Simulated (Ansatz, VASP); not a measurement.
# SiC2 in VASP and in Ansatz

```xyz
6
Lattice="2.0844 0.0000 0.0000 -1.0422 1.8051 0.0000 0.0000 0.0000 21.7005" Properties=species:S:1:pos:R:3 pbc="T T T"
Si    1.0422    0.6017   18.0838
Si    1.0422    0.6017    3.6168
C     0.0000    1.2034   18.0838
C     0.0000    1.2034    3.6168
C     0.0000    1.2034   10.8503
C     1.0422    0.6017   10.8503
```

Alike in both runs: task single point; functional PBE; k mesh 12 × 12 × 1; occupations gaussian, width 0.1 eV; no spin polarisation.

|  | VASP | Ansatz |
| --- | --- | --- |
| version | VASP 6.6.1 | Ansatz 0.2.0 |
| potentials or method | VASP PAW PBE potentials, release 64 (Si, C), cutoff 520 eV | scalar-relativistic, plane waves, PAW |
| valence electrons in the cell | 24 | 24 |

|  | VASP | Ansatz | Ansatz less VASP |
| --- | --- | --- | --- |
| gap on the k mesh at the Fermi level (eV) | none | none | - |
| rms of the force components (eV/Å) | 0.000 | 0.010 | +0.0093 |

Atom by atom the forces differ by 0.009 eV/Å (rms over components). A gap of «none» marks a metal or a gap that the smearing closes. The functional is the same, so the differences come from potentials, cutoffs and numerics.

Noted on VASP's run: the cell as given lies far from equilibrium.
